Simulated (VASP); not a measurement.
Here is a VASP 6.6.1 calculation.

The input INCAR:

```
ALGO = Normal
EDIFF = 1E-6
ENCUT = 520
GGA = CA
ISIF = 2
ISMEAR = -1
LASPH = T
LCHARG = F
LREAL = F
LWAVE = F
NBANDS = 10
NELM = 100
PREC = Accurate
SIGMA = 0.05
```

File KPOINTS:

```
k-points
0
Gamma
  7 7 7
```

File POSCAR:

```
K
1.0
   -2.5208850403      2.5208850403      2.5208850403
    2.5208850403     -2.5208850403      2.5208850403
    2.5208850403      2.5208850403     -2.5208850403
K
1
Direct
    0.0000000000      0.0000000000      0.0000000000
```

Potentials or basis: VASP PAW LDA potentials, release 64 (K_sv).

Command:

```bash
$ cat potpaw_LDA.64/K_sv/POTCAR > POTCAR
$ mpirun -np 1 vasp_std > vasp.out
```

Problem. Estimate the pressure.

Solution. 0.0 GPa.
